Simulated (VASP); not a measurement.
# BaTiO3 (P4/mmm) in VASP: a series of runs, part 2 of 2

VASP 6.6.1. The steps go on from the part before.

## 4. Single point, PBE (strain -0.040 along x and y, +0.080 along z)

INCAR reads:

```
PREC     = Accurate       # precision mode
ENCUT    = 520            # plane-wave cutoff, eV
EDIFF    = 1E-6           # SCF threshold, eV
ISMEAR   = 0              # smearing method
SIGMA    = 0.05           # smearing width, eV
LREAL    = F              # projectors in reciprocal space
LASPH    = T              # aspherical terms in the spheres
NELM     = 100            # most SCF steps
ALGO     = Normal         # electronic algorithm
ISIF     = 2              # what is computed and relaxed
LWAVE    = F              # write WAVECAR
LCHARG   = F              # write CHGCAR
GGA      = PE             # functional
NBANDS   = 28             # bands
```

KPOINTS reads:

```
regular mesh
0
Gamma
  8 8 8
```

POSCAR reads:

```
BaTiO3
1.0
    3.8584625870      0.0000000000      0.0000000000
    0.0000000000      3.8584625870      0.0000000000
    0.0000000000      0.0000000000      4.3408238260
Ba Ti O
1 1 3
Direct
    0.0000000000      0.0000000000      0.0000000000
    0.5000000000      0.5000000000      0.5000000000
    0.5000000000      0.5000000000      0.0000000000
    0.5000000000      0.0000000000      0.5000000000
    0.0000000000      0.5000000000      0.5000000000
```

Potentials or basis: VASP PAW PBE potentials, release 64 (Ba_sv, Ti_sv, O).

Started as:

```
$ cat potpaw_PBE.64/Ba_sv/POTCAR potpaw_PBE.64/Ti_sv/POTCAR potpaw_PBE.64/O/POTCAR > POTCAR
$ mpirun -np 1 vasp_std > vasp.out
```

OUTCAR:

```text
PREC = Accurate
   ENCUT = 520
   EDIFF = 1E-6
   ISMEAR = 0
   LREAL = F
   LASPH = T
   NELM = 100
   ISIF = 2
   GGA = PE

 ion  position               nearest neighbor table
   1  0.000  0.000  0.000-   3 2.73   3 2.73   3 2.73   3 2.73   5 2.90   4 2.90   5 2.90   5 2.90
                             5 2.90   4 2.90   4 2.90   4 2.90   2 3.49   2 3.49   2 3.49   2 3.49
   2  0.500  0.500  0.500-   4 1.93   5 1.93   4 1.93   5 1.93   3 2.17   3 2.17   1 3.49   1 3.49
                             1 3.49   1 3.49   1 3.49   1 3.49   1 3.49   1 3.49
   3  0.500  0.500  0.000-   2 2.17   2 2.17   1 2.73   1 2.73   1 2.73   1 2.73
[... 952 lines left out ...]
  -------------------------------------------------------------------------------------
  Total        5.0926100      5.0926100     -3.1619230      0.0000000      0.0000000      0.0000000
  in kB      126.2554859    126.2554859    -78.3900822      0.0000000      0.0000000      0.0000000
  external PRESSURE =      58.0402965 kB  Pullay stress =       0.0000000 kB

 VOLUME and BASIS-vectors are now :
 -----------------------------------------------------------------------------
  energy-cutoff  :      520.00
  volume of cell :       64.63
      direct lattice vectors                 reciprocal lattice vectors
     3.858462587  0.000000000  0.000000000     0.259170583  0.000000000  0.000000000
     0.000000000  3.858462587  0.000000000     0.000000000  0.259170583  0.000000000
     0.000000000  0.000000000  4.340823826     0.000000000  0.000000000  0.230371017

 POSITION                                       TOTAL-FORCE (eV/Angst)
 -----------------------------------------------------------------------------------
      0.00000      0.00000      0.00000         0.000000      0.000000      0.000000
      1.92923      1.92923      2.17041         0.000000      0.000000      0.000000
      1.92923      1.92923      0.00000         0.000000      0.000000      0.000000
      1.92923      0.00000      2.17041         0.000000      0.000000      0.000000
      0.00000      1.92923      2.17041         0.000000      0.000000      0.000000
 -----------------------------------------------------------------------------------
    total drift:                                0.000000      0.000000     -0.000000

  FREE ENERGIE OF THE ION-ELECTRON SYSTEM (eV)
  ---------------------------------------------------
  free  energy   TOTEN  =       -39.6471957444 eV

  energy  without entropy=      -39.6471957444  energy(sigma->0) =      -39.64719574
```

OSZICAR:

```text
N       E                     dE             d eps       ncg     rms          rms(c)
DAV:   1     0.438263561471E+03    0.43826E+03   -0.20962E+04  4200   0.155E+03
DAV:   2    -0.295145248594E+01   -0.44122E+03   -0.42058E+03  4812   0.429E+02
DAV:   3    -0.484565210115E+02   -0.45505E+02   -0.45038E+02  5828   0.135E+02
DAV:   4    -0.506016982438E+02   -0.21452E+01   -0.21391E+01  6272   0.254E+01
DAV:   5    -0.506648973677E+02   -0.63199E-01   -0.63185E-01  5648   0.338E+00    0.234E+01
DAV:   6    -0.399011465548E+02    0.10764E+02   -0.56587E+01  5888   0.664E+01    0.996E+00
DAV:   7    -0.398107691319E+02    0.90377E-01   -0.98154E+00  5632   0.228E+01    0.673E+00
DAV:   8    -0.396312369280E+02    0.17953E+00   -0.80902E-01  5256   0.822E+00    0.299E+00
DAV:   9    -0.396731275143E+02   -0.41891E-01   -0.26252E-01  5764   0.375E+00    0.148E+00
DAV:  10    -0.396476995738E+02    0.25428E-01   -0.11863E-01  4688   0.355E+00    0.270E-01
DAV:  11    -0.396472842221E+02    0.41535E-03   -0.79480E-03  5224   0.539E-01    0.110E-01
DAV:  12    -0.396471908276E+02    0.93394E-04   -0.37537E-04  5300   0.132E-01    0.400E-02
DAV:  13    -0.396471999629E+02   -0.91353E-05   -0.16547E-04  5228   0.108E-01    0.229E-02
DAV:  14    -0.396471952293E+02    0.47336E-05   -0.42329E-05  6492   0.529E-02    0.779E-03
DAV:  15    -0.396471957444E+02   -0.51504E-06   -0.34605E-06  4488   0.134E-02
   1 F= -.39647196E+02 E0= -.39647196E+02  d E =-.161912E-30
```

It took 62 s on 1 thread of Intel Xeon 6975P-C (Granite Rapids), shared host; peak memory 0.27 GiB.

Results:

- Free energy: -39.6472 eV
- Pressure: 5.8 GPa
- Band gap on the k mesh: 1.52 eV, indirect (least direct gap 1.77 eV)

Levels at points of the mesh, in eV from the valence-band top:
```tsv
k point	band 16	band 17	band 18	band 19	band 20	band 21	band 22	band 23	band 24	band 25
(0.00, 0.00, 0.00)	-1.04	-1.04	-0.43	-0.25	-0.25	1.52	1.52	1.71	3.18	4.14
(0.50, 0.00, 0.00)	-2.39	-2.20	-1.93	-1.02	-0.82	1.71	3.36	3.62	3.68	6.11
(0.50, 0.50, 0.00)	-3.32	-1.81	-0.43	-0.43	-0.04	3.63	3.63	3.84	4.17	8.04
(0.00, 0.00, 0.50)	-2.04	-1.22	-1.22	-0.79	-0.79	1.79	2.71	2.71	4.20	5.22
(0.50, 0.00, 0.50)	-2.36	-1.87	-1.45	-1.37	-0.56	2.73	3.68	3.71	4.82	6.88
(0.50, 0.50, 0.50)	-2.51	-2.51	-0.12	-0.12	0.00	3.92	3.92	4.37	6.13	6.13
```

Caveat: the cell differs from its parent crystal (strain -0.040 along x and y, +0.080 along z); spin-orbit coupling is left out, which moves the levels of the heavy elements.

## 5. Overview

```csv
cell,gap on the mesh (eV),pressure (GPa)
"a = 4.019, b = 4.019, c = 3.698 Å, 5 atoms",1.66,20.8
"a = 3.858, b = 3.858, c = 4.180 Å, 5 atoms",1.64,11.3
"a = 3.858, b = 3.858, c = 4.341 Å, 5 atoms",1.52,5.8
```

Alike in all rows: task single point; level PBE; potentials or basis VASP PAW PBE potentials, release 64 (Ba_sv, Ti_sv, O); no spin polarisation; k mesh 8 × 8 × 8; cutoff (eV) 520; smearing gaussian 0.05 eV.

Caveats: spin-orbit coupling is left out, which moves the levels of the heavy elements.

Absolute energies hang on the potentials; compare differences alone.
